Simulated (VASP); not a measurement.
# Al4CN4 in VASP: single point with LDA

Aim: the single point of Al4CN4 with LDA.

Everything below comes from runs of VASP 6.6.1. Logs are shortened: lines on timing, memory, paths and dates and some standing lists are left out, and cuts for length are marked.

## (1) The cell of the first run

The cell holds a slab with vacuum, 9 atoms: a = 3.089 Å, b = 4.943 Å, c = 19.004 Å, α = 90.00°, β = 90.00°, γ = 90.00°.

## (2) Single point, LDA, collinear spin

The input, INCAR:

```
SYSTEM = Al4CN4
ALGO = Normal
DIPOL = 0.5 0.5 0.323
EDIFF = 1E-6
ENCUT = 520
GGA_COMPAT = .False.
IDIPOL = 3
ISIF = 2
ISMEAR = 0
ISPIN = 2
LASPH = .True.
LCHARG = .False.
LDIPOL = .True.
LORBIT = 11
LREAL = .False.
LWAVE = .False.
MAGMOM = 0 0 0 0 0 0 0 0 2
NBANDS = 32
NELM = 200
NELMDL = -8
PREC = Accurate
SIGMA = 0.05
```

The input, KPOINTS:

```
k-points
0
Gamma
  9 6 1
  0 0 0
```

The input, POSCAR:

```
Al4CN4
1.0
    3.0886572979      0.0000000000      0.0000000000
    0.0000000000      4.9430255631      0.0000000000
    0.0000000000      0.0000000000     19.0039154340
Al N C
4 4 1
Direct
    0.0000000000      0.9984939568      0.2104829404
    0.5000000000      0.4984939568      0.2574005645
    0.5000000000      0.9929021015      0.3562167231
    0.0000000000      0.4656985153      0.3862255924
    0.0000000000      0.6165060432      0.2104829404
    0.5000000000      0.1165060432      0.2574005645
    0.5000000000      0.6149997366      0.3550637855
    0.0000000000      0.1126057703      0.3948615463
    0.5000000000      0.8626057703      0.4783180944
```

Potentials or basis: VASP PAW LDA potentials, release 64 (Al, N, C).

The run is started by

```console
$ cat potpaw_LDA.64/Al/POTCAR potpaw_LDA.64/N/POTCAR potpaw_LDA.64/C/POTCAR > POTCAR
$ mpirun -np 1 vasp_std > vasp.out
```

OUTCAR:

```text
SYSTEM = Al4CN4
   EDIFF = 1E-6
   ENCUT = 520
   ISIF = 2
   ISMEAR = 0
   ISPIN = 2
   LASPH = .True.
   LORBIT = 11
   LREAL = .False.
   NELM = 200
   NELMDL = -8
   PREC = Accurate

 ion  position               nearest neighbor table
   1  0.000  0.998  0.210-   6 1.88   6 1.88   5 1.89   2 3.05   2 3.05   2 3.05   2 3.05   3 3.17
                             3 3.17
   2  0.500  0.498  0.257-   5 1.88   5 1.88   6 1.89   7 1.94   4 2.90   4 2.90   1 3.05   1 3.05
                             1 3.05   1 3.05   3 3.08   3 3.13
   3  0.500  0.993  0.356-   8 1.81   8 1.81   7 1.87   6 1.97   9 2.41   4 2.86   4 2.86   2 3.08
                             4 3.08   4 3.08   2 3.13   1 3.17   1 3.17
   4  0.000  0.466  0.386-   8 1.75   7 1.81   7 1.81   3 2.86   3 2.86   2 2.90   2 2.90   3 3.08
                             3 3.08
   5  0.000  0.617  0.210-   2 1.88   2 1.88   1 1.89
   6  0.500  0.117  0.257-   1 1.88   1 1.88   2 1.89   3 1.97
   7  0.500  0.615  0.355-   4 1.81   4 1.81   3 1.87   2 1.94
   8  0.000  0.113  0.395-   4 1.75   3 1.81   3 1.81
   9  0.500  0.863  0.478-   3 2.41

  LATTYP: Found a simple orthorhombic cell.
 ALAT       =     3.0886572979
 B/A-ratio  =     1.6003800637
 C/A-ratio  =     6.1528080331

  Lattice vectors:

 A1 = (   3.0886572979,   0.0000000000,   0.0000000000)
 A2 = (   0.0000000000,   4.9430255631,   0.0000000000)
 A3 = (   0.0000000000,   0.0000000000,  19.0039154340)

Analysis of symmetry for initial positions (statically):
=====================================================================
 Subroutine PRICEL returns:
 Original cell was already a primitive cell.

 Routine SETGRP: Setting up the symmetry group for a
 simple orthorhombic supercell.

 Subroutine GETGRP returns: Found  2 space group operations
 (whereof  2 operations were pure point group operations)
 out of a pool of  8 trial point group operations.

The static configuration has the point symmetry C_1h.

Analysis of symmetry for dynamics (positions and initial velocities):
=====================================================================
 Subroutine PRICEL returns:
 Original cell was already a primitive cell.

 Routine SETGRP: Setting up the symmetry group for a
 simple orthorhombic supercell.

 Subroutine GETGRP returns: Found  2 space group operations
 (whereof  2 operations were pure point group operations)
 out of a pool of  8 trial point group operations.

The dynamic configuration has the point symmetry C_1h.

Analysis of structural, dynamic, and magnetic symmetry:
=====================================================================
 Subroutine PRICEL returns:
 Original cell was already a primitive cell.

 Routine SETGRP: Setting up the symmetry group for a
 simple orthorhombic supercell.

 Subroutine GETGRP returns: Found  2 space group operations
 (whereof  2 operations were pure point group operations)
 out of a pool of  8 trial point group operations.

The overall configuration has the point symmetry C_1h.

 Subroutine INISYM returns: Found  2 space group operations
 (whereof  2 operations are pure point group operations),
 and found     1 'primitive' translations

----------------------------------------------------------------------------------------

                                     Primitive cell

  volume of cell :     290.1387

  direct lattice vectors                    reciprocal lattice vectors
     3.088657298  0.000000000  0.000000000     0.323765282  0.000000000  0.000000000
     0.000000000  4.943025563  0.000000000     0.000000000  0.202305245  0.000000000
     0.000000000  0.000000000 19.003915434     0.000000000  0.000000000  0.052620735

  length of vectors
     3.088657298  4.943025563 19.003915434     0.323765282  0.202305245  0.052620735

  position of ions in fractional coordinates (direct lattice)
     0.000000000  0.998493957  0.210482940
     0.500000000  0.498493957  0.257400565
     0.500000000  0.992902102  0.356216723
     0.000000000  0.465698515  0.386225592
     0.000000000  0.616506043  0.210482940
     0.500000000  0.116506043  0.257400565
     0.500000000  0.614999737  0.355063786
     0.000000000  0.112605770  0.394861546
     0.500000000  0.862605770  0.478318094

  ion indices of the primitive-cell ions
[... 74 lines left out ...]
   LASPH  =      T    aspherical Exc in radial PAW
   ENCUT  =  520.0 eV  38.22 Ry    6.18 a.u.   5.74  9.19 35.33*2*pi/ulx,y,z
   NELM   =    200;   NELMIN=  2; NELMDL= -8     # of ELM steps
   EDIFF  = 0.1E-05   stopping-criterion for ELM
   LREAL  =      F    real-space projection
   EDIFFG = 0.1E-04   stopping-criterion for IOM
   NSW    =      0    number of steps for IOM
   IBRION =     -1    ionic relax: 0-MD 1-quasi-New 2-CG
   NFREE  =      0    steps in history (QN), initial steepest desc. (CG)
   ISIF   =      2    stress and relaxation
   ISYM   =      2    0-nonsym 1-usesym 2-fastsym
   POTIM  = 0.5000    time-step for ionic-motion
   TEBEG  =    0.0;   TEEND  =   0.0 temperature during run
   PSTRESS=    0.0 pullay stress
   NELECT =      36.0000    total number of electrons
   NUPDOWN=      -1.0000    fix difference up-down
   EMIN   =  10.00;   EMAX   =-10.00  energy-range for DOS
   EFERMI =   0.00;   METHOD = LEGACY
   ISMEAR =     0;   SIGMA  =   0.05  broadening in eV -4-tet -1-fermi 0-gaus
   EFERMI_NEDOS =   21; number of points for ismear=-14 and -15
   IALGO  =     38    algorithm
   IMIX   =      4    mixing-type and parameters
     AMIX     =   0.40;   BMIX     =  1.00
     AMIX_MAG =   1.60;   BMIX_MAG =  1.00
  volume/ion in A,a.u.               =      32.24       217.55
  Fermi-wavevector in a.u.,A,eV,Ry     =   0.816533  1.543024  9.071361  0.666726
  Thomas-Fermi vector in A             =   1.926818
   LORBIT       =     11    0 simple, 1 ext, 2 COOP (PROOUT), +10 PAW based schemes
   GGA     = CA    functional components
   LHFCALC =     F    Hartree Fock is set to
   AEXX    =    0.0000 exact exchange contribution
   IVDW    =     0    specifies the selected vdW correction
   LEPSILON=     F    determine dielectric tensor
   LRPA    =     F    only Hartree local field effects (RPA)
 spin polarized calculation
 Gauss-broadening in eV      SIGMA  =   0.05
  energy-cutoff  :      520.00
  volume of cell :      290.14
 maximum number of plane-waves:      7850
 NGX is ok and might be reduce to    24
   NGX = 11   NGY = 19   NGZ = 71

 dipolmoment           0.000000      0.000000     -0.022187 electrons x Angstroem

 number of electron      35.9999997 magnetization       2.0000000

 dipolmoment           0.000000      0.000000      0.161554 electrons x Angstroem

 Free energy of the ion-electron system (eV)
  ---------------------------------------------------
  ext. energy  EPLUGINS =         0.00000000
  ---------------------------------------------------
  free energy    TOTEN  =       -63.16012552 eV

  energy without entropy =      -63.15753222  energy(sigma->0) =      -63.15882887

 E-fermi :  -0.9840     XC(G=0):  -4.5773

 val. band max:       -0.9885401534   @ k =   0.4444   0.1667   0.0000
 cond. band min:      -0.9678813971   @ k =   0.4444   0.0000   0.0000
 fundamental gap:      0.0206587563
 Fermi energy:        -0.9840392175

 spin component 1

 k-point     1 :       0.0000    0.0000    0.0000
  band No.  band energies     occupation
      1     -17.6888      1.00000
      2     -16.3822      1.00000
      3     -15.4589      1.00000
      4     -14.2996      1.00000
      5     -10.7208      1.00000
      6      -8.3806      1.00000
[... 649 lines left out ...]
     29       6.7820      0.00000
     30       6.8357      0.00000
 Fermi energy:        -0.9840392175

 spin component 2

 k-point     1 :       0.0000    0.0000    0.0000
  band No.  band energies     occupation
      1     -17.6142      1.00000
      2     -16.3381      1.00000
      3     -15.3772      1.00000
      4     -14.2801      1.00000
      5      -9.2933      1.00000
      6      -8.1590      1.00000
[... 649 lines left out ...]
     29       6.8940      0.00000
     30       7.0530      0.00000
 [bands above 30 left out]

------------------------ aborting loop because EDIFF is reached ----------------------------------------

 vacuum level on the upper side and lower side of the slab       (xc-potential included)         0.917        -0.940

  FORCE on cell =-STRESS in cart. coord.  units (eV):
  Direction    XX          YY          ZZ          XY          YZ          ZX
  --------------------------------------------------------------------------------------
  -------------------------------------------------------------------------------------
  Total        0.9626614     -1.5150122     -1.9041617      0.0000000      1.5967989      0.0000000
  in kB        5.3159202     -8.3660612    -10.5149870      0.0000000      8.8176962      0.0000000
  external PRESSURE =      -4.5217093 kB  Pullay stress =       0.0000000 kB

 VOLUME and BASIS-vectors are now :
 -----------------------------------------------------------------------------
  energy-cutoff  :      520.00
  volume of cell :      290.14
      direct lattice vectors                 reciprocal lattice vectors
     3.088657298  0.000000000  0.000000000     0.323765282  0.000000000  0.000000000
     0.000000000  4.943025563  0.000000000     0.000000000  0.202305245  0.000000000
     0.000000000  0.000000000 19.003915434     0.000000000  0.000000000  0.052620735

 POSITION                                       TOTAL-FORCE (eV/Angst)
 -----------------------------------------------------------------------------------
      0.00000      4.93558      4.00000         0.000000     -1.644190      2.084497
      1.54433      2.46407      4.89162         0.000000      0.897556     -1.959797
      1.54433      4.90794      6.76951         0.000000     -0.723148     -0.158261
      0.00000      2.30196      7.33980         0.000000      1.306362      1.268447
      0.00000      3.04741      4.00000         0.000000      0.738220      0.734157
      1.54433      0.57589      4.89162         0.000000      0.089074     -0.804384
      1.54433      3.03996      6.74760         0.000000     -0.530647     -1.223139
      0.00000      0.55661      7.50392         0.000000     -0.311350      0.080155
      1.54433      4.26388      9.08992         0.000000      0.178123     -0.021675
 -----------------------------------------------------------------------------------
    total drift:                                0.000000     -0.000200     -0.000117

  FREE ENERGIE OF THE ION-ELECTRON SYSTEM (eV)
  ---------------------------------------------------
  free  energy   TOTEN  =       -63.1601255200 eV

  energy  without entropy=      -63.1575322200  energy(sigma->0) =      -63.15882887

 vacuum level on the upper side and lower side of the slab         4.917         3.005

 total charge

# of ion       s       p       d       tot
------------------------------------------
    1        0.395   0.391   0.000   0.786
    2        0.380   0.455   0.000   0.835
    3        0.380   0.474   0.000   0.855
    4        0.405   0.465   0.000   0.870
    5        1.222   2.482   0.000   3.703
    6        1.222   2.574   0.000   3.796
    7        1.227   2.631   0.000   3.858
    8        1.235   2.557   0.000   3.792
    9        1.030   0.986   0.000   2.016
--------------------------------------------------
tot          7.497  13.015   0.000  20.512

 magnetization (x)

# of ion       s       p       d       tot
------------------------------------------
    1        0.002   0.002   0.000   0.004
    2        0.002   0.005   0.000   0.008
    3        0.001   0.004   0.000   0.005
    4        0.001   0.008   0.000   0.009
    5        0.001   0.008   0.000   0.009
    6        0.002   0.003   0.000   0.005
    7        0.010   0.049   0.000   0.058
    8        0.007   0.019   0.000   0.027
    9        0.036   0.829   0.000   0.865
--------------------------------------------------
tot          0.062   0.928   0.000   0.990
```

It took 25 min on 1 thread of Intel Xeon 8259CL, shared host; peak memory 0.49 GiB.

Results:

- Free energy: -63.1601 eV
- Largest force: 2.655 eV/Å
- Band gap on the k mesh: zero (filled and empty bands overlap)
- Net moment: 2.00 μB per cell
- Site moments: Al +0.00, +0.01 (each value once); N +0.01, +0.06, +0.03 (each value once); C +0.86 μB
- Valence electrons inside the program's atomic spheres: Al 0.79, 0.83, 0.85, 0.87; N 3.70, 3.80, 3.86, 3.79; C 2.02

Forces in eV/Å, atoms in the order of the input:
```
Al   0.000 -1.644  2.084
Al   0.000  0.898 -1.960
Al   0.000 -0.723 -0.158
Al   0.000  1.306  1.268
N    0.000  0.738  0.734
N    0.000  0.089 -0.804
N    0.000 -0.531 -1.223
N    0.000 -0.311  0.080
C    0.000  0.178 -0.022
```

Levels at points of the mesh, in eV from the Fermi level:
Spin up:
```csv
k point,band 15,band 16,band 17,band 18,band 19,band 20,band 21,band 22,band 23,band 24
"(0.00, 0.00, 0.00)",-2.39,-1.60,-1.32,-0.63,-0.15,0.55,1.10,2.75,3.91,4.24
"(0.00, 0.50, 0.00)",-2.79,-1.85,-1.55,-0.67,0.13,0.72,1.11,3.61,4.08,4.46
```
Spin down:
```tsv
k point	band 13	band 14	band 15	band 16	band 17	band 18	band 19	band 20	band 21	band 22
(0.00, 0.00, 0.00)	-2.59	-2.31	-2.29	-1.48	-1.30	0.30	1.11	1.40	3.05	3.23
(0.00, 0.50, 0.00)	-3.18	-2.73	-2.49	-1.75	-1.53	0.57	0.93	1.64	3.07	4.11
```

The gap in the log of VASP goes by the Fermi energy; the results here count the filled bands.